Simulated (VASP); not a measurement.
# TiSi31 (a cell with a defect) in VASP: single point with PBE

Aim: the single point of TiSi31 (a cell with a defect) with PBE.

Program: VASP 6.6.1. These are calculated values, not measurements. Logs are shortened: lines on timing, memory, paths and dates and some standing lists are left out, and cuts for length are marked.

## Step 1: The cell of the first run

The cell holds a defect, 32 atoms: a = 9.474 Å, b = 9.474 Å, c = 9.474 Å, α = 109.47°, β = 109.47°, γ = 109.47°.

## Step 2: Single point, PBE

INCAR reads:

```
SYSTEM = TiSi31
  PREC = Accurate
  ENCUT = 520
  EDIFF = 1E-6
  ISMEAR = 0
  SIGMA = 0.02
  LREAL = Auto
  LASPH = .TRUE.
  NELM = 80
  ALGO = Normal
  ISIF = 2
  LWAVE = .FALSE.
  LCHARG = .TRUE.
  GGA = PE
  LELF = .TRUE.
  LVHAR = .TRUE.
  NBANDS = 90
```

KPOINTS reads:

```
Automatic mesh
0
Gamma
  2 2 2
  0.5 0.5 0.5
```

POSCAR reads:

```
TiSi31
1.0
   -5.4700936474     -5.4700936474     -5.4700936474
    5.4700936474      5.4700936474     -5.4700936474
    5.4700936474     -5.4700936474      5.4700936474
Ti Si
1 31
Direct
    0.5000000000      0.7500000000      0.5000000000
    0.5000000000      0.4973720289      0.7516683959
    0.2473720289      0.7500000000      0.7516683959
    0.5000000000      0.2500000000      0.0000000000
    0.2483316041      0.4983316041     -0.0042963670
    0.0000000000      0.7500000000      0.0000000000
    0.5000000000      0.0016683959      0.2473720289
    0.2483316041      0.2457036330      0.2483316041
   -0.0042963670      0.4983316041      0.2483316041
    0.7516683959      0.7500000000      0.2473720289
    0.2473720289      0.0016683959      0.5000000000
    0.0000000000      0.2500000000      0.5000000000
    0.7516683959      0.4973720289      0.5000000000
    0.0042963670      0.0026279711      0.7526279711
    0.7526279711      0.2542963670      0.7526279711
    0.7526279711      0.0026279711      0.0042963670
    0.5000000000      0.7500000000      0.7644573423
    0.5000000000      0.4987512977      0.0008053406
    0.2487512977      0.7500000000      0.0008053406
    0.5000000000      0.2508053406      0.2487512977
    0.2355426577      0.4855426577      0.2355426577
    0.0008053406      0.7500000000      0.2487512977
    0.5000000000      0.0144573423      0.5000000000
    0.2487512977      0.2508053406      0.5000000000
    0.0008053406      0.4987512977      0.5000000000
    0.7644573423      0.7500000000      0.5000000000
    0.2520540429      0.0012487023      0.7512487023
    0.9991946594      0.2491946594      0.7479459571
    0.7512487023      0.5020540429      0.7512487023
   -0.0008053406     -0.0020540429     -0.0008053406
    0.7479459571      0.2491946594     -0.0008053406
    0.7512487023      1.0012487023      0.2520540429
```

Potentials or basis: VASP PAW PBE potentials, release 64 (Ti_sv, Si).

The run is started by

```bash
$ cat potpaw_PBE.64/Ti_sv/POTCAR potpaw_PBE.64/Si/POTCAR > POTCAR
$ mpirun -np 1 vasp_std > vasp.out
```

OUTCAR:

```text
SYSTEM = TiSi31
   PREC = Accurate
   ENCUT = 520
   EDIFF = 1E-6
   ISMEAR = 0
   LREAL = Auto
   LASPH = .TRUE.
   NELM = 80
   ISIF = 2
   GGA = PE

 ion  position               nearest neighbor table
   1  0.500  0.750  0.500-  17 2.51  21 2.51  23 2.51  26 2.51
   2  0.500  0.497  0.752-  17 2.36  18 2.36  24 2.37  29 2.37
   3  0.247  0.750  0.752-  17 2.36  19 2.36  25 2.37  27 2.37
   4  0.500  0.250  0.000-  18 2.35  20 2.35  27 2.35  31 2.35
   5  0.248  0.498  0.996-  21 2.36  28 2.36  18 2.37  19 2.37
   6  0.000  0.750  0.000-  19 2.35  22 2.35  29 2.35  30 2.35
[... 24 lines left out ...]
  31  0.748  0.249  0.999-   4 2.35   9 2.36  15 2.37  16 2.37
  32  0.751  0.001  0.252-  12 2.35  16 2.36   7 2.37  10 2.37

  LATTYP: Found a body centered cubic cell.
 ALAT       =    10.9401872948

  Lattice vectors:

 A1 = (  -5.4700936474,  -5.4700936474,  -5.4700936474)
 A2 = (   5.4700936474,   5.4700936474,  -5.4700936474)
 A3 = (   5.4700936474,  -5.4700936474,   5.4700936474)

Analysis of symmetry for initial positions (statically):
=====================================================================
 Subroutine PRICEL returns:
 Original cell was already a primitive cell.

 Routine SETGRP: Setting up the symmetry group for a
 body centered cubic supercell.

 Subroutine GETGRP returns: Found 24 space group operations
 (whereof  2 operations were pure point group operations)
 out of a pool of 48 trial point group operations.

The static configuration has the point symmetry C_1h.
 The point group associated with its full space group is T_d .

Analysis of symmetry for dynamics (positions and initial velocities):
=====================================================================
 Subroutine PRICEL returns:
 Original cell was already a primitive cell.

 Routine SETGRP: Setting up the symmetry group for a
 body centered cubic supercell.

 Subroutine GETGRP returns: Found 24 space group operations
 (whereof  2 operations were pure point group operations)
 out of a pool of 48 trial point group operations.

The dynamic configuration has the point symmetry C_1h.
 The point group associated with its full space group is T_d .

 Subroutine INISYM returns: Found 24 space group operations
 (whereof  2 operations are pure point group operations),
 and found     1 'primitive' translations

----------------------------------------------------------------------------------------

                                     Primitive cell

  volume of cell :     654.7029

  direct lattice vectors                    reciprocal lattice vectors
    -5.470093647 -5.470093647 -5.470093647     0.000000000 -0.091406113 -0.091406113
     5.470093647  5.470093647 -5.470093647     0.091406113  0.000000000 -0.091406113
     5.470093647 -5.470093647  5.470093647     0.091406113 -0.091406113  0.000000000

  length of vectors
     9.474480119  9.474480119  9.474480119     0.129267765  0.129267765  0.129267765

  position of ions in fractional coordinates (direct lattice)
     0.500000000  0.750000000  0.500000000
     0.500000000  0.497372029  0.751668396
     0.247372029  0.750000000  0.751668396
     0.500000000  0.250000000  0.000000000
     0.248331604  0.498331604  0.995703633
     0.000000000  0.750000000  0.000000000
[... 24 lines left out ...]
     0.747945957  0.249194659  0.999194659
     0.751248702  0.001248702  0.252054043

  ion indices of the primitive-cell ions
   primitive index   ion index
                 1           1
                 2           2
                 3           3
                 4           4
                 5           5
                 6           6
[... 24 lines left out ...]
                31          31
                32          32

----------------------------------------------------------------------------------------

 KPOINTS: Automatic mesh

Automatic generation of k-mesh.
 Grid dimensions read from file:
 generate k-points for:    2    2    2

 Generating k-lattice:

  Cartesian coordinates                     Fractional coordinates (reciprocal lattice)
     0.000000000 -0.045703057 -0.045703057     0.500000000  0.000000000  0.000000000
     0.045703057  0.000000000 -0.045703057     0.000000000  0.500000000  0.000000000
     0.045703057 -0.045703057  0.000000000     0.000000000  0.000000000  0.500000000

  Length of vectors
     0.064633883  0.064633883  0.064633883

  Shift w.r.t. Gamma in fractional coordinates (k-lattice)
     0.500000000  0.500000000  0.500000000

 Subroutine IBZKPT returns following result:
 ===========================================

 Found      2 irreducible k-points:

 Following reciprocal coordinates:
            Coordinates               Weight
  0.250000  0.250000  0.250000      2.000000
 -0.250000  0.250000  0.250000      6.000000
   k-points           NKPTS =      2   k-points in BZ     NKDIM =      2   number of bands    NBANDS=     90
   number of dos      NEDOS =    301   number of ions     NIONS =     32
   total plane-waves  NPLWV = 343000
   dimension x,y,z NGX =    70 NGY =   70 NGZ =   70
   dimension x,y,z NGXF=   140 NGYF=  140 NGZF=  140
   ions per type =               1  31
   NGX,Y,Z   is equivalent  to a cutoff of  12.28, 12.28, 12.28 a.u.
   NGXF,Y,Z  is equivalent  to a cutoff of  24.57, 24.57, 24.57 a.u.
 SYSTEM =  TiSi31
   PREC   = accura    normal or accurate (medium, high low for compatibility)
   ISTART =      0    job   : 0-new  1-cont  2-samecut
   ICHARG =      2    charge: 1-file 2-atom 10-const
   ISPIN  =      1    spin polarized calculation?
   LNONCOLLINEAR =      F non collinear calculations
   LSORBIT =      F    spin-orbit coupling
   LASPH  =      T    aspherical Exc in radial PAW
   ENCUT  =  520.0 eV  38.22 Ry    6.18 a.u.  17.62 17.62 17.62*2*pi/ulx,y,z
   NELM   =     80;   NELMIN=  2; NELMDL= -5     # of ELM steps
   EDIFF  = 0.1E-05   stopping-criterion for ELM
   LREAL  =      T    real-space projection
   EDIFFG = 0.1E-04   stopping-criterion for IOM
   NSW    =      0    number of steps for IOM
   IBRION =     -1    ionic relax: 0-MD 1-quasi-New 2-CG
   NFREE  =      0    steps in history (QN), initial steepest desc. (CG)
   ISIF   =      2    stress and relaxation
   ISYM   =      2    0-nonsym 1-usesym 2-fastsym
   POTIM  = 0.5000    time-step for ionic-motion
   TEBEG  =    0.0;   TEEND  =   0.0 temperature during run
   PSTRESS=    0.0 pullay stress
   NELECT =     136.0000    total number of electrons
   NUPDOWN=      -1.0000    fix difference up-down
   EMIN   =  10.00;   EMAX   =-10.00  energy-range for DOS
   EFERMI =   0.00;   METHOD = LEGACY
   ISMEAR =     0;   SIGMA  =   0.02  broadening in eV -4-tet -1-fermi 0-gaus
   EFERMI_NEDOS =   21; number of points for ismear=-14 and -15
   IALGO  =     38    algorithm
   IMIX   =      4    mixing-type and parameters
     AMIX     =   0.40;   BMIX     =  1.00
     AMIX_MAG =   1.60;   BMIX_MAG =  1.00
  volume/ion in A,a.u.               =      20.46       138.07
  Fermi-wavevector in a.u.,A,eV,Ry     =   0.969556  1.832196 12.790013  0.940039
  Thomas-Fermi vector in A             =   2.099619
   LORBIT       =      0    0 simple, 1 ext, 2 COOP (PROOUT), +10 PAW based schemes
   GGA     = PE    functional components
   LHFCALC =     F    Hartree Fock is set to
   AEXX    =    0.0000 exact exchange contribution
   IVDW    =     0    specifies the selected vdW correction
   LEPSILON=     F    determine dielectric tensor
   LRPA    =     F    only Hartree local field effects (RPA)
 non-spin polarized calculation
 Gauss-broadening in eV      SIGMA  =   0.02
  energy-cutoff  :      520.00
  volume of cell :      654.70
 maximum number of plane-waves:     17628
 NGX is ok and might be reduce to    70
   NGX = 35   NGY = 35   NGZ = 35

 number of electron     135.9999995 magnetization

 Free energy of the ion-electron system (eV)
  ---------------------------------------------------
  ext. energy  EPLUGINS =         0.00000000
  ---------------------------------------------------
  free energy    TOTEN  =      -173.74017137 eV

  energy without entropy =     -173.74017137  energy(sigma->0) =     -173.74017137

 E-fermi :   5.2889     XC(G=0):  -9.3588

 val. band max:        5.1097172766   @ k =  -0.2500   0.2500   0.2500
 cond. band min:       6.0842378489   @ k =  -0.2500   0.2500   0.2500
 fundamental gap:      0.9745205723
 Fermi energy:         5.2889149067

 k-point     1 :       0.2500    0.2500    0.2500
  band No.  band energies     occupation
      1     -51.3602      2.00000
      2     -27.6264      2.00000
      3     -27.6264      2.00000
      4     -27.6264      2.00000
      5      -5.4414      2.00000
      6      -5.4414      2.00000
[... 72 lines left out ...]
     79       7.2562      0.00000
     80       7.3410      0.00000

 k-point     2 :      -0.2500    0.2500    0.2500
  band No.  band energies     occupation
      1     -51.3602      2.00000
      2     -27.6264      2.00000
      3     -27.6264      2.00000
      4     -27.6264      2.00000
      5      -5.8893      2.00000
      6      -4.9445      2.00000
[... 72 lines left out ...]
     79       7.7808      0.00000
     80       7.8820      0.00000
 [bands above 80 left out]

------------------------ aborting loop because EDIFF is reached ----------------------------------------

  FORCE on cell =-STRESS in cart. coord.  units (eV):
  Direction    XX          YY          ZZ          XY          YZ          ZX
  --------------------------------------------------------------------------------------
  -------------------------------------------------------------------------------------
  Total        4.9942631      4.9942631      4.9942631     -0.0000000      0.0000000      0.0000000
  in kB       12.2218717     12.2218717     12.2218717     -0.0000000      0.0000000      0.0000000
  external PRESSURE =      12.2218717 kB  Pullay stress =       0.0000000 kB

 VOLUME and BASIS-vectors are now :
 -----------------------------------------------------------------------------
  energy-cutoff  :      520.00
  volume of cell :      654.70
      direct lattice vectors                 reciprocal lattice vectors
    -5.470093647 -5.470093647 -5.470093647     0.000000000 -0.091406113 -0.091406113
     5.470093647  5.470093647 -5.470093647     0.091406113  0.000000000 -0.091406113
     5.470093647 -5.470093647  5.470093647     0.091406113 -0.091406113  0.000000000

 POSITION                                       TOTAL-FORCE (eV/Angst)
 -----------------------------------------------------------------------------------
      4.10257     -1.36752     -4.10257         0.000000      0.000000     -0.000000
      4.09732     -4.12607     -1.34402         0.017476      0.016194     -0.016194
      6.86112     -1.36227     -1.34402        -0.016194     -0.017476     -0.016194
     -1.36752     -1.36752     -4.10257         0.000000      0.000000     -0.000000
      6.81412     -4.07907      1.36227         0.016194     -0.016194      0.017476
      4.10257      4.10257     -4.10257         0.000000      0.000000     -0.000000
[... 24 lines left out ...]
      2.73747     -8.19390      0.01124         0.008464      0.004209      0.004209
     -2.72381     -5.48133     -2.73747         0.004209     -0.004209     -0.008464
 -----------------------------------------------------------------------------------
    total drift:                                0.000000     -0.000000      0.000000

  FREE ENERGIE OF THE ION-ELECTRON SYSTEM (eV)
  ---------------------------------------------------
  free  energy   TOTEN  =      -173.7401713716 eV

  energy  without entropy=     -173.7401713716  energy(sigma->0) =     -173.74017137
```

It took 10 min on 1 thread of Intel Xeon 8259CL, shared host; peak memory 0.69 GiB.

What came out:

```
Free energy            : -173.7402 eV
Pressure               : 1.2 GPa
Largest force          : 0.029 eV/Å
Band gap on the k mesh : 0.97 eV
```

Forces in eV/Å, atoms in the order of the input:
```
Ti   0.000  0.000  0.000
Si   0.017  0.016 -0.016
Si  -0.016 -0.017 -0.016
Si   0.000  0.000  0.000
Si   0.016 -0.016  0.017
Si   0.000  0.000  0.000
Si   0.017 -0.016  0.016
Si   0.016  0.017 -0.016
Si  -0.017 -0.016 -0.016
Si   0.016 -0.017  0.016
Si  -0.016 -0.016 -0.017
Si   0.000  0.000  0.000
Si   0.016  0.016 -0.017
Si  -0.017  0.016  0.016
Si  -0.016  0.017  0.016
Si  -0.016  0.016  0.017
Si   0.009 -0.009  0.009
Si  -0.008 -0.004  0.004
Si   0.004  0.008  0.004
Si  -0.008  0.004 -0.004
Si  -0.009  0.009  0.009
Si  -0.004  0.008 -0.004
Si   0.009  0.009 -0.009
Si   0.004  0.004  0.008
Si  -0.004 -0.004  0.008
Si  -0.009 -0.009 -0.009
Si   0.008 -0.004 -0.004
Si  -0.004  0.004 -0.008
Si   0.004 -0.008 -0.004
Si  -0.004 -0.008  0.004
Si   0.008  0.004  0.004
Si   0.004 -0.004 -0.008
```
